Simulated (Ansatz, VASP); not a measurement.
Two plane-wave programs on Al3BN2

```
Al B N
1.0
     2.65335   -2.65902    0.00000
     2.65335    2.65902    0.00000
     0.00000    0.00000    5.45742
Al B N
3 1 2
Direct
  0.00000 0.00000 0.50000
  0.74530 0.74530 0.00000
  0.25470 0.25470 0.00000
  0.50000 0.50000 0.50000
  0.24584 0.75416 0.00000
  0.75416 0.24584 0.00000
```

Alike in both runs: functional PBE; k mesh 10 × 10 × 10; occupations gaussian, width 0.1 eV; no spin polarisation.

Ansatz relaxed the structure, and its values are those at the end. VASP's run is a single point on that final structure, the one shown.

```csv
,VASP,Ansatz
version,VASP 6.6.1,Ansatz 0.2.0
potentials or method,"VASP PAW PBE potentials, release 64 (Al, B, N), cutoff 520 eV","scalar-relativistic, plane waves, PAW"
valence electrons in the cell,22,22
```

```tsv
	VASP	Ansatz	Ansatz less VASP
gap on the k mesh at the Fermi level (eV)	none	none	-
pressure (GPa)	-0.1	0.0	+0.12
```

A gap of «none» marks a metal or a gap that the smearing closes.
